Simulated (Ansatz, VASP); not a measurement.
# One calculation of AlCo, two programs

Contents of INCAR:

```
SYSTEM = AlCo
PREC = Accurate
ENCUT = 520
EDIFF = 1E-6
ISMEAR = 0
SIGMA = 0.1
LREAL = .FALSE.
LASPH = .TRUE.
NELM = 100
ALGO = Fast
ISIF = 2
LWAVE = .FALSE.
LCHARG = .TRUE.
LELF = .TRUE.
LVHAR = .TRUE.
NBANDS = 20
```

KPOINTS

```
Automatic mesh
0
G
  16 16 8
  0 0 0
```

POSCAR

```
AlCo
1.0
    2.8520662309      0.0000000000      0.0000000000
    0.0000000000      2.8520662309      0.0000000000
    0.0000000000      0.0000000000      5.7035013965
Al Co
2 2
Direct
    0.0000000000      0.0000000000      0.7499989142
    0.0000000000      0.0000000000      0.2500010858
    0.5000000000      0.5000000000      0.0000000000
    0.5000000000      0.5000000000      0.5000000000
```

Input for Ansatz:

```yaml
crystal:
  lattice:
    - [2.8520662309, 0.0, 0.0]
    - [0.0, 2.8520662309, 0.0]
    - [0.0, 0.0, 5.7035013965]
  atoms:
    - { symbol: Al, position: [0.0, 0.0, 0.7499989142] }
    - { symbol: Al, position: [0.0, 0.0, 0.2500010858] }
    - { symbol: Co, position: [0.5, 0.5, 0.0] }
    - { symbol: Co, position: [0.5, 0.5, 0.5] }
basis:
  ecutwfc: 420
kpoints:
  mp_grid: { grid: [16, 16, 8] }
  band_path:
    path:
      - [[0.0, 0.0, 0.0], [0.0, 0.50001844, 0.0], [0.50001844, 0.50001844, 0.0], [0.0, 0.0, 0.0], [0.50001844, 0.50001844, 0.99992624], [0.0, 0.50001844, 0.0]]
      - [[0.50001844, 0.50001844, 0.99992624], [0.50001844, 0.50001844, 0.0]]
    npoints: 14
hamiltonian:
  xc: lda
scf:
  occupations: { method: gaussian, width: 0.1 }
  n_extra_bands: 10
output:
  forces: true
  stress: true
  eigenvalues: true
  populations: true
  dos: { projected: true, de: 0.02, nscf_kmesh: { grid: [20, 20, 10] } }
  bader: true
  write_density: true
  write_potential: true
  elf: true
  volumetric_format: npy
```

Alike in both runs: task single point; functional LDA; k mesh 16 × 16 × 8; occupations gaussian, width 0.1 eV; no spin polarisation.

|  | VASP | Ansatz |
| --- | --- | --- |
| version | VASP 6.6.1 | Ansatz 0.2.0 |
| potentials or method | VASP PAW LDA potentials, release 64 (Al, Co), cutoff 520 eV | scalar-relativistic, plane waves, PAW |
| valence electrons in the cell | 24 | 40 |

Ansatz gave:

```
gap on the k mesh at the Fermi level (eV) : none
pressure (GPa)                            : -11.2
```

Problem. What did VASP give for the same quantities?

Solution. gap on the k mesh at the Fermi level (eV): none; pressure (GPa): -10.8.

LDA's correlation is that of Perdew and Zunger in VASP and of Perdew and Wang (1992) in Ansatz. A gap of «none» marks a metal or a gap that the smearing closes. VASP's potentials hold 24 valence electrons a cell and Ansatz's 40, so a difference there can come from the potentials and not from the codes. Ansatz's warnings: structure snapped to symmetry.
